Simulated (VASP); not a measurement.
# BaAs (Pm-3m) in VASP: single point with PBEsol

Aim: the single point of BaAs with PBEsol.

Everything below comes from runs of VASP 6.6.1. Logs are shortened: lines on timing, memory, paths and dates and some standing lists are left out, and cuts for length are marked.

### Step 1. The cell of the first run

The structure is cubic, space group Pm-3m (No. 221). The conventional cell has a = 4.025 Å, b = 4.025 Å, c = 4.025 Å, α = 90.00°, β = 90.00°, γ = 90.00°. Ba (site symmetry m-3m) has 8 As at 3.49 Å and 6 Ba at 4.02 Å within 4.6 Å. As (site symmetry m-3m) has 8 Ba at 3.49 Å and 6 As at 4.02 Å within 4.6 Å.

### Step 2. Single point, PBEsol, non-collinear spin, zero start, spin-orbit coupling

File INCAR:

```
ALGO = Normal
EDIFF = 1E-7
ENCUT = 520
GGA = PS
GGA_COMPAT = False
ISIF = 2
ISMEAR = 0
LASPH = True
LCHARG = False
LORBIT = 11
LORBMOM = True
LREAL = False
LSORBIT = True
LWAVE = False
MAGMOM = 0 0 0 0 0 0
NBANDS = 27
NELM = 150
PREC = Accurate
SIGMA = 0.05
```

File KPOINTS:

```
k-points
0
Gamma
  11 11 11
```

File POSCAR:

```
BaAs
1.0
    4.0245855900      0.0000000000      0.0000000000
    0.0000000000      4.0245855900      0.0000000000
    0.0000000000      0.0000000000      4.0245855900
Ba As
1 1
Direct
    0.0000000000      0.0000000000      0.0000000000
    0.5000000000      0.5000000000      0.5000000000
```

Potentials or basis: VASP PAW PBE potentials, release 64 (Ba_sv, As).

The run is started by

```
> cat potpaw_PBE.64/Ba_sv/POTCAR potpaw_PBE.64/As/POTCAR > POTCAR
> mpirun -np 1 vasp_ncl > vasp.out
```

OUTCAR:

```text
EDIFF = 1E-7
   ENCUT = 520
   GGA = PS
   ISIF = 2
   ISMEAR = 0
   LASPH = True
   LORBIT = 11
   LREAL = False
   LSORBIT = True
   NELM = 150
   PREC = Accurate

 ion  position               nearest neighbor table
   1  0.000  0.000  0.000-   2 3.49   2 3.49   2 3.49   2 3.49   2 3.49   2 3.49   2 3.49   2 3.49

   2  0.500  0.500  0.500-   1 3.49   1 3.49   1 3.49   1 3.49   1 3.49   1 3.49   1 3.49   1 3.49

  LATTYP: Found a simple cubic cell.
 ALAT       =     4.0245855900

  Lattice vectors:

 A1 = (   4.0245855900,   0.0000000000,   0.0000000000)
 A2 = (   0.0000000000,   4.0245855900,   0.0000000000)
 A3 = (   0.0000000000,   0.0000000000,   4.0245855900)

Analysis of symmetry for initial positions (statically):
=====================================================================
 Subroutine PRICEL returns:
 Original cell was already a primitive cell.

 Routine SETGRP: Setting up the symmetry group for a
 simple cubic supercell.

 Subroutine GETGRP returns: Found 48 space group operations
 (whereof 48 operations were pure point group operations)
 out of a pool of 48 trial point group operations.

The static configuration has the point symmetry O_h .

Analysis of symmetry for dynamics (positions and initial velocities):
=====================================================================
 Subroutine PRICEL returns:
 Original cell was already a primitive cell.

 Routine SETGRP: Setting up the symmetry group for a
 simple cubic supercell.

 Subroutine GETGRP returns: Found 48 space group operations
 (whereof 48 operations were pure point group operations)
 out of a pool of 48 trial point group operations.

The dynamic configuration has the point symmetry O_h .

Analysis of structural, dynamic, and magnetic symmetry:
=====================================================================
 Subroutine PRICEL returns:
 Original cell was already a primitive cell.

 Routine SETGRP: Setting up the symmetry group for a
 simple cubic supercell.

 Subroutine GETGRP returns: Found 48 space group operations
 (whereof 48 operations were pure point group operations)
 out of a pool of 48 trial point group operations.

The overall configuration has the point symmetry O_h .

 Subroutine INISYM returns: Found 48 space group operations
 (whereof 48 operations are pure point group operations),
 and found     1 'primitive' translations

----------------------------------------------------------------------------------------

                                     Primitive cell

  volume of cell :      65.1874

  direct lattice vectors                    reciprocal lattice vectors
     4.024585590  0.000000000  0.000000000     0.248472787  0.000000000  0.000000000
     0.000000000  4.024585590  0.000000000     0.000000000  0.248472787  0.000000000
     0.000000000  0.000000000  4.024585590     0.000000000  0.000000000  0.248472787

  length of vectors
     4.024585590  4.024585590  4.024585590     0.248472787  0.248472787  0.248472787

  position of ions in fractional coordinates (direct lattice)
     0.000000000  0.000000000  0.000000000
     0.500000000  0.500000000  0.500000000

  ion indices of the primitive-cell ions
   primitive index   ion index
                 1           1
                 2           2

----------------------------------------------------------------------------------------

 KPOINTS: k-points

Automatic generation of k-mesh.
 Grid dimensions read from file:
 generate k-points for:   11   11   11

 Generating k-lattice:

  Cartesian coordinates                     Fractional coordinates (reciprocal lattice)
     0.022588435  0.000000000  0.000000000     0.090909091  0.000000000  0.000000000
     0.000000000  0.022588435  0.000000000     0.000000000  0.090909091  0.000000000
     0.000000000  0.000000000  0.022588435     0.000000000  0.000000000  0.090909091

  Length of vectors
     0.022588435  0.022588435  0.022588435

  Shift w.r.t. Gamma in fractional coordinates (k-lattice)
     0.000000000  0.000000000  0.000000000

 Subroutine IBZKPT returns following result:
 ===========================================

 Found     56 irreducible k-points:

 Following reciprocal coordinates:
            Coordinates               Weight
  0.000000  0.000000  0.000000      1.000000
  0.090909  0.000000  0.000000      6.000000
  0.181818  0.000000  0.000000      6.000000
  0.272727  0.000000  0.000000      6.000000
  0.363636  0.000000  0.000000      6.000000
  0.454545  0.000000  0.000000      6.000000
[... 16 lines left out ...]
  0.181818  0.090909  0.090909     24.000000
  0.272727  0.090909  0.090909     24.000000
 [... further k-points ...]
   k-points           NKPTS =     56   k-points in BZ     NKDIM =     56   number of bands    NBANDS=     27
   number of dos      NEDOS =    301   number of ions     NIONS =      2
[... 26 lines left out ...]
   PSTRESS=    0.0 pullay stress
   NELECT =      15.0000    total number of electrons
   NUPDOWN=      -1.0000    fix difference up-down
   EMIN   =  10.00;   EMAX   =-10.00  energy-range for DOS
   EFERMI =   0.00;   METHOD = LEGACY
   ISMEAR =     0;   SIGMA  =   0.05  broadening in eV -4-tet -1-fermi 0-gaus
   EFERMI_NEDOS =   21; number of points for ismear=-14 and -15
   IALGO  =     38    algorithm
   IMIX   =      4    mixing-type and parameters
     AMIX     =   0.40;   BMIX     =  1.00
     AMIX_MAG =   1.60;   BMIX_MAG =  1.00
  volume/ion in A,a.u.               =      32.59       219.95
  Fermi-wavevector in a.u.,A,eV,Ry     =   1.003192  1.895758 13.692826  1.006394
  Thomas-Fermi vector in A             =   2.135728
   LORBIT       =     11    0 simple, 1 ext, 2 COOP (PROOUT), +10 PAW based schemes
   GGA     = PS    functional components
   LHFCALC =     F    Hartree Fock is set to
   AEXX    =    0.0000 exact exchange contribution
   IVDW    =     0    specifies the selected vdW correction
   LEPSILON=     F    determine dielectric tensor
   LRPA    =     F    only Hartree local field effects (RPA)
 Gauss-broadening in eV      SIGMA  =   0.05
  energy-cutoff  :      520.00
  volume of cell :       65.19
 maximum number of plane-waves:      3554
 NGX is ok and might be reduce to    30
   NGX = 15   NGY = 15   NGZ = 15

 number of electron      15.0000000 magnetization       0.0000000      0.0000000      0.0000000

 number of electron      15.0000000 magnetization       0.0000000      0.0000000     -0.0000000

 number of electron      15.0000000 magnetization      -0.0000000      0.0000000     -0.0000000

 Free energy of the ion-electron system (eV)
  ---------------------------------------------------
  ext. energy  EPLUGINS =         0.00000000
  ---------------------------------------------------
  free energy    TOTEN  =        -9.02719741 eV

  energy without entropy =       -9.02226323  energy(sigma->0) =       -9.02473032

 E-fermi :   2.7085     XC(G=0):  -9.2474

 val. band max:        2.7067057172   @ k =   0.3636   0.0909   0.0909
 cond. band min:       2.7168994008   @ k =   0.3636   0.0000   0.0000
 fundamental gap:      0.0101936836
 Fermi energy:         2.7084812259

 k-point     1 :       0.0000    0.0000    0.0000
  band No.  band energies     occupation
      1     -24.8662      1.00000
      2     -24.8662      1.00000
      3     -11.1561      1.00000
      4     -11.1561      1.00000
      5      -9.1820      1.00000
      6      -9.1820      1.00000
[... 709 lines left out ...]
     26       8.4274      0.00000
     27       9.5674      0.00000

 [... further k-points ...]

------------------------ aborting loop because EDIFF is reached ----------------------------------------

  FORCE on cell =-STRESS in cart. coord.  units (eV):
  Direction    XX          YY          ZZ          XY          YZ          ZX
  --------------------------------------------------------------------------------------
  -------------------------------------------------------------------------------------
  Total       -0.7201825     -0.7201825     -0.7201825     -0.0000000     -0.0000000     -0.0000000
  in kB      -17.7006682    -17.7006682    -17.7006682     -0.0000000     -0.0000000     -0.0000000
  external PRESSURE =     -17.7006682 kB  Pullay stress =       0.0000000 kB

 VOLUME and BASIS-vectors are now :
 -----------------------------------------------------------------------------
  energy-cutoff  :      520.00
  volume of cell :       65.19
      direct lattice vectors                 reciprocal lattice vectors
     4.024585590  0.000000000  0.000000000     0.248472787  0.000000000  0.000000000
     0.000000000  4.024585590  0.000000000     0.000000000  0.248472787  0.000000000
     0.000000000  0.000000000  4.024585590     0.000000000  0.000000000  0.248472787

 POSITION                                       TOTAL-FORCE (eV/Angst)
 -----------------------------------------------------------------------------------
      0.00000      0.00000      0.00000         0.000000      0.000000      0.000000
      2.01229      2.01229      2.01229         0.000000      0.000000      0.000000
 -----------------------------------------------------------------------------------
    total drift:                                0.000000      0.000000      0.000000

  FREE ENERGIE OF THE ION-ELECTRON SYSTEM (eV)
  ---------------------------------------------------
  free  energy   TOTEN  =        -9.0271974074 eV

  energy  without entropy=       -9.0222632285  energy(sigma->0) =       -9.02473032

 orbital moment (x)

 # of ion     p       d       tot
 ----------------------------------------
  1         0.000  -0.000  -0.000
  2         0.000  -0.000  -0.000
 ----------------------------------------
            0.000  -0.000  -0.000

 orbital moment (y)

 # of ion     p       d       tot
 ----------------------------------------
  1         0.000  -0.000  -0.000
  2         0.000  -0.000  -0.000
 ----------------------------------------
            0.000  -0.000  -0.000

 orbital moment (z)

 # of ion     p       d       tot
 ----------------------------------------
  1        -0.000   0.000   0.000
  2         0.000   0.000   0.000
 ----------------------------------------
            0.000   0.000   0.000

 Spin-Orbit-Coupling matrix elements

 Ion:    1  E_soc:     -0.4022343
 l=   1
     0.0000000    -0.0667168    -0.0667168
    -0.0667168     0.0000000    -0.0667168
    -0.0667168    -0.0667168     0.0000000
 l=   2
     0.0000000    -0.0001451     0.0000000    -0.0001451    -0.0001771
    -0.0001451     0.0000000    -0.0001328    -0.0001451    -0.0000443
     0.0000000    -0.0001328     0.0000000    -0.0001328     0.0000000
    -0.0001451    -0.0001451    -0.0001328     0.0000000    -0.0000443
    -0.0001771    -0.0000443     0.0000000    -0.0000443     0.0000000
 l=   3
     0.0000000     0.0000000     0.0000000     0.0000000     0.0000000     0.0000000     0.0000000
     0.0000000     0.0000000     0.0000000     0.0000000     0.0000000     0.0000000     0.0000000
     0.0000000     0.0000000     0.0000000     0.0000000     0.0000000     0.0000000     0.0000000
     0.0000000     0.0000000     0.0000000     0.0000000     0.0000000     0.0000000     0.0000000
     0.0000000     0.0000000     0.0000000     0.0000000     0.0000000     0.0000000     0.0000000
     0.0000000     0.0000000     0.0000000     0.0000000     0.0000000     0.0000000     0.0000000
     0.0000000     0.0000000     0.0000000     0.0000000     0.0000000     0.0000000     0.0000000

 Ion:    2  E_soc:     -0.0441649
 l=   1
     0.0000000    -0.0073612    -0.0073612
    -0.0073612     0.0000000    -0.0073612
    -0.0073612    -0.0073612     0.0000000
 l=   2
     0.0000000    -0.0000005     0.0000000    -0.0000005     0.0000009
    -0.0000005     0.0000000     0.0000007    -0.0000005     0.0000002
     0.0000000     0.0000007     0.0000000     0.0000007     0.0000000
    -0.0000005    -0.0000005     0.0000007     0.0000000     0.0000002
     0.0000009     0.0000002     0.0000000     0.0000002     0.0000000
 l=   3
     0.0000000     0.0000000     0.0000000     0.0000000     0.0000000     0.0000000     0.0000000
     0.0000000     0.0000000     0.0000000     0.0000000     0.0000000     0.0000000     0.0000000
     0.0000000     0.0000000     0.0000000     0.0000000     0.0000000     0.0000000     0.0000000
     0.0000000     0.0000000     0.0000000     0.0000000     0.0000000     0.0000000     0.0000000
     0.0000000     0.0000000     0.0000000     0.0000000     0.0000000     0.0000000     0.0000000
     0.0000000     0.0000000     0.0000000     0.0000000     0.0000000     0.0000000     0.0000000
     0.0000000     0.0000000     0.0000000     0.0000000     0.0000000     0.0000000     0.0000000

 total charge

# of ion       s       p       d       tot
------------------------------------------
    1        2.017   5.574   0.320   7.912
    2        1.252   1.439   0.006   2.697
--------------------------------------------------
tot          3.270   7.013   0.326  10.609

 magnetization (x)

# of ion       s       p       d       tot
------------------------------------------
    1       -0.000  -0.000   0.000  -0.000
    2        0.000   0.000   0.000   0.000
--------------------------------------------------
tot         -0.000  -0.000   0.000  -0.000

 magnetization (y)

# of ion       s       p       d       tot
------------------------------------------
    1       -0.000  -0.000   0.000   0.000
    2       -0.000   0.000  -0.000  -0.000
--------------------------------------------------
tot         -0.000  -0.000   0.000   0.000

 magnetization (z)

# of ion       s       p       d       tot
------------------------------------------
    1        0.000  -0.000  -0.000   0.000
    2        0.000   0.000  -0.000  -0.000
--------------------------------------------------
tot          0.000  -0.000  -0.000   0.000
```

It took 2.4 min on 1 thread of Intel Xeon Platinum 8488C (Sapphire Rapids), shared host; peak memory 0.36 GiB.

Results:

```yaml
Free_energy: -9.0272 eV
Pressure: -1.8 GPa
Net_moment: 0.00 μB per cell
Valence_electrons_inside_the_program's_atomic_spheres: Ba 7.91; As 2.70
```

Moments on the atoms (μB; x, y, z):
```
Ba  0.00 0.00 0.00
As  0.00 0.00 0.00
```

Caveat: the PAW data sets were made with another functional, which shifts forces and pressure a little.
